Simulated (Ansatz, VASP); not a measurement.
**Mo2As2C3 in VASP and in Ansatz**

The input INCAR:

```
  ALGO = Normal
  EDIFF = 1E-6
  ENCUT = 520
  GGA = PS
  ISIF = 2
  ISMEAR = 1
  LASPH = True
  LCHARG = True
  LELF = True
  LREAL = False
  LVHAR = True
  LWAVE = False
  NBANDS = 34
  NELM = 80
  PREC = Accurate
  SIGMA = 0.0506
```

File KPOINTS:

```
k-points
0
Gamma
  6 6 4
```

The input POSCAR:

```
Mo2As2C3
1.0
    0.0000000000      3.1968160000      0.0000000000
    5.6509620000     -1.5984080000      0.0000000000
    2.1509460000      0.0000000000     -5.0403820000
As Mo C
2 2 3
Direct
    0.3914700000      0.7829400000      0.8193700000
    0.6085300000      0.2170600000      0.1806300000
    0.1576600000      0.3153200000      0.6741000000
    0.8423400000      0.6846800000      0.3259000000
    0.2512000000      0.5024000000      0.2680000000
    0.7488000000      0.4976000000      0.7320000000
    0.0000000000      0.0000000000      0.0000000000
```

Input for Ansatz:

```yaml
crystal:
  lattice:
    - [0.0, 3.196816, 0.0]
    - [5.650962, -1.598408, 0.0]
    - [2.150946, 0.0, -5.040382]
  atoms:
    - { symbol: As, position: [0.39147, 0.78294, 0.81937] }
    - { symbol: As, position: [0.60853, 0.21706, 0.18063] }
    - { symbol: Mo, position: [0.15766, 0.31532, 0.6741] }
    - { symbol: Mo, position: [0.84234, 0.68468, 0.3259] }
    - { symbol: C, position: [0.2512, 0.5024, 0.268] }
    - { symbol: C, position: [0.7488, 0.4976, 0.732] }
    - { symbol: C, position: [0.0, 0.0, 0.0] }
  symmetry: { tolerance: 0.0003 }
kpoints:
  mp_grid: { grid: [6, 6, 4], shift: [0, 0, 0] }
magnetization:
  spin_polarized: false
scf:
  occupations: { method: cold, width: 0.0506 }
hamiltonian:
  pseudopotentials: { kind: paw }
  xc: pbesol
basis:
  ecutwfc: 420
output:
  forces: true
  stress: true
  eigenvalues: true
  write_density: true
  write_potential: true
  elf: true
  volumetric_format: npy
```

Alike in both runs: task single point; functional PBEsol; k mesh 6 × 6 × 4; no spin polarisation.

|  | VASP | Ansatz |
| --- | --- | --- |
| version | VASP 6.6.1 | Ansatz 0.2.0 |
| potentials or method | VASP PAW PBE potentials, release 64 (As, Mo_sv, C), cutoff 520 eV | PAW plane waves |
| occupations | methfessel-paxton of order 1, width 0.0506 eV | cold, width 0.0506 eV |
| valence electrons in the cell | 50 | 70 |

```tsv
	VASP	Ansatz	Ansatz less VASP
gap on the k mesh at the Fermi level (eV)	none	none	-
pressure (GPa)	8.7	8.3	-0.35
traceless stress, the component that is largest in VASP (GPa)	7.80	7.67	-0.133
rms of the force components (eV/Å)	0.600	0.591	-0.0089
```

VASP's potentials were made for PBE, not for PBEsol. Atom by atom the forces differ by 0.016 eV/Å (rms over components). A gap of «none» marks a metal or a gap that the smearing closes. VASP's potentials hold 50 valence electrons a cell and Ansatz's 70, so a difference there can come from the potentials and not from the codes.
